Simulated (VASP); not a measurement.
A run of VASP 6.6.1 is set up as follows.

The input INCAR:

```
PREC = Accurate ; ENCUT = 520
EDIFF = 1E-6 ; ISMEAR = 0
SIGMA = 0.05 ; LREAL = F
LASPH = T ; NELM = 80
ALGO = Normal ; ISIF = 2
LWAVE = F ; LCHARG = T
LDIPOL = T ; IDIPOL = 3
DIPOL = 0.5 0.5 0.617 ; GGA = PE
IVDW = 12 ; LELF = T
LVHAR = T ; LVACPOTAV = T
NBANDS = 20
```

Contents of KPOINTS:

```
Automatic mesh
0
Gamma
  2 2 1
```

The input POSCAR:

```
TeH6C2
1.0
    9.6901346316      0.0000000000      0.0000000000
    0.0000000000      6.7788694381      0.0000000000
    0.0000000000      0.0000000000     26.1558812915
C Te H
2 1 6
Direct
    0.2951407841     -0.1988979417      0.6253161916
    0.5450939541      0.0960763049      0.6091175683
    0.3257761901      0.0962870232      0.5964094945
    0.3379398342     -0.2054897097      0.6640457107
    0.1834433416     -0.2241567952      0.6263227537
    0.3426839295     -0.3061496478      0.5993220787
    0.5631244059      0.1082797308      0.6502924275
    0.5886444440      0.2240525768      0.5890326365
    0.5855663244     -0.0447129395      0.5949493221
```

Potentials or basis: VASP PAW PBE potentials, release 64 (C, Te, H).

Launch:

```console
$ cat potpaw_PBE.64/C/POTCAR potpaw_PBE.64/Te/POTCAR potpaw_PBE.64/H/POTCAR > POTCAR
$ mpirun -np 1 vasp_std > vasp.out
```

Task: Estimate the ionisation potential of the upper face.

Result: 4.57 eV.

Task: Estimate the largest force.

Result: 0.334 eV/Å.

Forces in eV/Å, atoms in the order of the input:
```
C   -0.010  0.034 -0.055
C   -0.026 -0.087  0.211
Te  -0.266  0.120 -0.162
H   -0.021 -0.141 -0.066
H    0.023  0.015  0.052
H    0.047  0.043  0.141
H    0.106  0.045 -0.004
H    0.022 -0.211  0.003
H    0.124  0.182 -0.119
```

Caveat: the k points lie up to 0.46 Å⁻¹ apart.
